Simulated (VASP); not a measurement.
# Ca (Fm-3m) in VASP: further runs

Ca is run at these levels: PBE; tasks: single point.

Everything below comes from runs of VASP 6.6.1. Logs are shortened: lines on timing, memory, paths and dates and some standing lists are left out, and cuts for length are marked.

## 1. The cell of the first run

Symmetry: Fm-3m, No. 225, cubic system. Conventional cell: a = 5.294 Å, b = 5.294 Å, c = 5.294 Å, α = 90.00°, β = 90.00°, γ = 90.00°. Within 4.9 Å of Ca (site symmetry m-3m) lie 12 Ca at 3.74 Å.

## 2. Single point, PBE (volume scaled by 0.88)

Input file INCAR:

```
PREC = Accurate
ENCUT = 520
EDIFF = 1E-7
ISMEAR = 0
SIGMA = 0.1
LREAL = False
LASPH = True
NELM = 100
ALGO = Fast
ISIF = 2
LWAVE = False
LCHARG = False
GGA = PE
NBANDS = 11
```

Input file KPOINTS:

```
Automatic mesh
0
Gamma
  14 14 14
```

Input file POSCAR:

```
Ca
1.0
    0.0000000000      2.6471600651      2.6471600651
    2.6471600651      0.0000000000      2.6471600651
    2.6471600651      2.6471600651      0.0000000000
Ca
1
Direct
    0.0000000000      0.0000000000      0.0000000000
```

Potentials or basis: VASP PAW PBE potentials, release 64 (Ca_sv).

On the command line:

```console
> cat potpaw_PBE.64/Ca_sv/POTCAR > POTCAR
> mpirun -np 1 vasp_std > vasp.out
```

OUTCAR:

```text
PREC = Accurate
   ENCUT = 520
   EDIFF = 1E-7
   ISMEAR = 0
   LREAL = False
   LASPH = True
   NELM = 100
   ISIF = 2
   GGA = PE

 ion  position               nearest neighbor table
   1  0.000  0.000  0.000-

  LATTYP: Found a face centered cubic cell.
 ALAT       =     5.2943201302

  Lattice vectors:

 A1 = (   0.0000000000,   2.6471600651,   2.6471600651)
 A2 = (   2.6471600651,   0.0000000000,   2.6471600651)
 A3 = (   2.6471600651,   2.6471600651,   0.0000000000)

Analysis of symmetry for initial positions (statically):
=====================================================================
 Subroutine PRICEL returns:
 Original cell was already a primitive cell.

 Routine SETGRP: Setting up the symmetry group for a
 face centered cubic supercell.

 Subroutine GETGRP returns: Found 48 space group operations
 (whereof 48 operations were pure point group operations)
 out of a pool of 48 trial point group operations.

The static configuration has the point symmetry O_h .

Analysis of symmetry for dynamics (positions and initial velocities):
=====================================================================
 Subroutine PRICEL returns:
 Original cell was already a primitive cell.

 Routine SETGRP: Setting up the symmetry group for a
 face centered cubic supercell.

 Subroutine GETGRP returns: Found 48 space group operations
 (whereof 48 operations were pure point group operations)
 out of a pool of 48 trial point group operations.

The dynamic configuration has the point symmetry O_h .

 Subroutine INISYM returns: Found 48 space group operations
 (whereof 48 operations are pure point group operations),
 and found     1 'primitive' translations

----------------------------------------------------------------------------------------

                                     Primitive cell

  volume of cell :      37.0997

  direct lattice vectors                    reciprocal lattice vectors
     0.000000000  2.647160065  2.647160065    -0.188881665  0.188881665  0.188881665
     2.647160065  0.000000000  2.647160065     0.188881665 -0.188881665  0.188881665
     2.647160065  2.647160065  0.000000000     0.188881665  0.188881665 -0.188881665

  length of vectors
     3.743649666  3.743649666  3.743649666     0.327152640  0.327152640  0.327152640

  position of ions in fractional coordinates (direct lattice)
     0.000000000  0.000000000  0.000000000

  ion indices of the primitive-cell ions
   primitive index   ion index
                 1           1

----------------------------------------------------------------------------------------

 KPOINTS: Automatic mesh

Automatic generation of k-mesh.
 Grid dimensions read from file:
 generate k-points for:   14   14   14

 Generating k-lattice:

  Cartesian coordinates                     Fractional coordinates (reciprocal lattice)
    -0.013491547  0.013491547  0.013491547     0.071428571  0.000000000  0.000000000
     0.013491547 -0.013491547  0.013491547     0.000000000  0.071428571  0.000000000
     0.013491547  0.013491547 -0.013491547     0.000000000  0.000000000  0.071428571

  Length of vectors
     0.023368046  0.023368046  0.023368046

  Shift w.r.t. Gamma in fractional coordinates (k-lattice)
     0.000000000  0.000000000  0.000000000

 Subroutine IBZKPT returns following result:
 ===========================================

 Found    104 irreducible k-points:

 Following reciprocal coordinates:
            Coordinates               Weight
  0.000000  0.000000  0.000000      1.000000
  0.071429  0.000000  0.000000      8.000000
  0.142857  0.000000  0.000000      8.000000
  0.214286  0.000000  0.000000      8.000000
  0.285714  0.000000  0.000000      8.000000
  0.357143  0.000000  0.000000      8.000000
[... 16 lines left out ...]
  0.214286  0.142857  0.000000     24.000000
  0.285714  0.142857  0.000000     24.000000
 [... further k-points ...]
   k-points           NKPTS =    104   k-points in BZ     NKDIM =    104   number of bands    NBANDS=     11
   number of dos      NEDOS =    301   number of ions     NIONS =      1
   total plane-waves  NPLWV =  21952
   dimension x,y,z NGX =    28 NGY =   28 NGZ =   28
   dimension x,y,z NGXF=    56 NGYF=   56 NGZF=   56
   ions per type =               1
   NGX,Y,Z   is equivalent  to a cutoff of  12.43, 12.43, 12.43 a.u.
   NGXF,Y,Z  is equivalent  to a cutoff of  24.87, 24.87, 24.87 a.u.
 SYSTEM =  unknown system
   PREC   = accura    normal or accurate (medium, high low for compatibility)
   ISTART =      0    job   : 0-new  1-cont  2-samecut
   ICHARG =      2    charge: 1-file 2-atom 10-const
   ISPIN  =      1    spin polarized calculation?
   LNONCOLLINEAR =      F non collinear calculations
   LSORBIT =      F    spin-orbit coupling
   LASPH  =      T    aspherical Exc in radial PAW
   ENCUT  =  520.0 eV  38.22 Ry    6.18 a.u.   6.96  6.96  6.96*2*pi/ulx,y,z
   NELM   =    100;   NELMIN=  2; NELMDL= -5     # of ELM steps
   EDIFF  = 0.1E-06   stopping-criterion for ELM
   LREAL  =      F    real-space projection
   EDIFFG = 0.1E-05   stopping-criterion for IOM
   NSW    =      0    number of steps for IOM
   IBRION =     -1    ionic relax: 0-MD 1-quasi-New 2-CG
   NFREE  =      0    steps in history (QN), initial steepest desc. (CG)
   ISIF   =      2    stress and relaxation
   ISYM   =      2    0-nonsym 1-usesym 2-fastsym
   POTIM  = 0.5000    time-step for ionic-motion
   TEBEG  =    0.0;   TEEND  =   0.0 temperature during run
   PSTRESS=    0.0 pullay stress
   NELECT =      10.0000    total number of electrons
   NUPDOWN=      -1.0000    fix difference up-down
   EMIN   =  10.00;   EMAX   =-10.00  energy-range for DOS
   EFERMI =   0.00;   METHOD = LEGACY
   ISMEAR =     0;   SIGMA  =   0.10  broadening in eV -4-tet -1-fermi 0-gaus
   EFERMI_NEDOS =   21; number of points for ismear=-14 and -15
   IALGO  =     68    algorithm
   IMIX   =      4    mixing-type and parameters
     AMIX     =   0.40;   BMIX     =  1.00
     AMIX_MAG =   1.60;   BMIX_MAG =  1.00
  volume/ion in A,a.u.               =      37.10       250.36
  Fermi-wavevector in a.u.,A,eV,Ry     =   1.057510  1.998405 15.215778  1.118328
  Thomas-Fermi vector in A             =   2.192786
   LORBIT       =      0    0 simple, 1 ext, 2 COOP (PROOUT), +10 PAW based schemes
   GGA     = PE    functional components
   LHFCALC =     F    Hartree Fock is set to
   AEXX    =    0.0000 exact exchange contribution
   IVDW    =     0    specifies the selected vdW correction
   LEPSILON=     F    determine dielectric tensor
   LRPA    =     F    only Hartree local field effects (RPA)
 non-spin polarized calculation
 RMM-DIIS sequential band-by-band and
 Gauss-broadening in eV      SIGMA  =   0.10
  energy-cutoff  :      520.00
  volume of cell :       37.10
 maximum number of plane-waves:      1012
   NGX = 13   NGY = 13   NGZ = 13

 number of electron      10.0000001 magnetization

 Free energy of the ion-electron system (eV)
  ---------------------------------------------------
  ext. energy  EPLUGINS =         0.00000000
  ---------------------------------------------------
  free energy    TOTEN  =        -1.89232707 eV

  energy without entropy =       -1.88549375  energy(sigma->0) =       -1.88891041

 E-fermi :   2.4998     XC(G=0):  -8.1442

 val. band max:        2.4902734441   @ k =  -0.3571   0.3571   0.0000
 cond. band min:       2.4998618964   @ k =  -0.3571   0.3571   0.0714
 fundamental gap:      0.0095884524
 Fermi energy:         2.4998131167

 k-point     1 :       0.0000    0.0000    0.0000
  band No.  band energies     occupation
      1     -39.2237      2.00000
      2     -20.1178      2.00000
      3     -20.1178      2.00000
      4     -20.1178      2.00000
      5      -1.7516      2.00000
      6       5.0066      0.00000
      7       5.0066      0.00000
      8       5.0066      0.00000
      9       6.2499      0.00000
     10       6.2499      0.00000
     11      12.1936      0.00000

 k-point     2 :       0.0714    0.0000    0.0000
  band No.  band energies     occupation
      1     -39.2225      2.00000
      2     -20.1290      2.00000
      3     -20.1193      2.00000
      4     -20.1193      2.00000
      5      -1.6539      2.00000
      6       4.8974      0.00000
      7       5.0456      0.00000
      8       5.0456      0.00000
      9       6.2141      0.00000
     10       6.2141      0.00000
     11      12.3371      0.00000

 k-point     3 :       0.1429    0.0000    0.0000
  band No.  band energies     occupation
      1     -39.2191      2.00000
      2     -20.1603      2.00000
      3     -20.1234      2.00000
      4     -20.1234      2.00000
      5      -1.3667      2.00000
      6       4.6065      0.00000
      7       5.1342      0.00000
      8       5.1342      0.00000
      9       6.1491      0.00000
     10       6.1491      0.00000
     11      12.4359      0.00000

 k-point     4 :       0.2143    0.0000    0.0000
  band No.  band energies     occupation
      1     -39.2141      2.00000
      2     -20.2050      2.00000
      3     -20.1294      2.00000
      4     -20.1294      2.00000
      5      -0.9082      2.00000
      6       4.2079      0.00000
      7       5.1802      0.00000
      8       5.1802      0.00000
      9       6.1755      0.00000
     10       6.1755      0.00000
     11      11.3358      0.00000
[... 239 lines left out ...]
 k-point    22 :       0.1429    0.1429    0.0000
  band No.  band energies     occupation
      1     -39.2175      2.00000
      2     -20.1591      2.00000
      3     -20.1328      2.00000
      4     -20.1328      2.00000
      5      -1.2406      2.00000
      6       4.5028      0.00000
      7       5.2270      0.00000
      8       5.2270      0.00000
      9       5.7206      0.00000
     10       6.3874      0.00000
     11      12.8845      0.00000

 k-point    23 :       0.2143    0.1429    0.0000
  band No.  band energies     occupation
      1     -39.2138      2.00000
      2     -20.1880      2.00000
      3     -20.1403      2.00000
      4     -20.1385      2.00000
      5      -0.9046      2.00000
      6       4.2428      0.00000
      7       5.2303      0.00000
      8       5.3349      0.00000
      9       5.6144      0.00000
     10       6.4576      0.00000
     11      12.3551      0.00000

 k-point    24 :       0.2857    0.1429    0.0000
  band No.  band energies     occupation
      1     -39.2090      2.00000
      2     -20.2280      2.00000
      3     -20.1477      2.00000
      4     -20.1454      2.00000
      5      -0.4110      2.00000
      6       3.9193      0.00000
      7       4.9633      0.00000
      8       5.3739      0.00000
      9       5.8742      0.00000
     10       6.5990      0.00000
     11      11.1452      0.00000

 [... further k-points ...]

------------------------ aborting loop because EDIFF is reached ----------------------------------------

  FORCE on cell =-STRESS in cart. coord.  units (eV):
  Direction    XX          YY          ZZ          XY          YZ          ZX
  --------------------------------------------------------------------------------------
  -------------------------------------------------------------------------------------
  Total        0.6338722      0.6338722      0.6338722     -0.0000000     -0.0000000      0.0000000
  in kB       27.3742169     27.3742169     27.3742169     -0.0000000     -0.0000000      0.0000000
  external PRESSURE =      27.3742169 kB  Pullay stress =       0.0000000 kB

 VOLUME and BASIS-vectors are now :
 -----------------------------------------------------------------------------
  energy-cutoff  :      520.00
  volume of cell :       37.10
      direct lattice vectors                 reciprocal lattice vectors
     0.000000000  2.647160065  2.647160065    -0.188881665  0.188881665  0.188881665
     2.647160065  0.000000000  2.647160065     0.188881665 -0.188881665  0.188881665
     2.647160065  2.647160065  0.000000000     0.188881665  0.188881665 -0.188881665

 POSITION                                       TOTAL-FORCE (eV/Angst)
 -----------------------------------------------------------------------------------
      0.00000      0.00000      0.00000         0.000000      0.000000      0.000000
 -----------------------------------------------------------------------------------
    total drift:                               -0.000000     -0.000000     -0.000000

  FREE ENERGIE OF THE ION-ELECTRON SYSTEM (eV)
  ---------------------------------------------------
  free  energy   TOTEN  =        -1.8923270715 eV

  energy  without entropy=       -1.8854937542  energy(sigma->0) =       -1.88891041
```

It took 63 s on 1 thread of Intel Xeon 6975P-C, shared host; peak memory 0.18 GiB.

Results:

| Item | Value |
| --- | --- |
| Free energy | -1.8923 eV |
| Pressure | 2.7 GPa |
| Band gap on the k mesh | zero (band 5 reaches 2.58 eV, above the bottom of band 6 at 2.45 eV) |

(Part 1 of 2 ends here.)
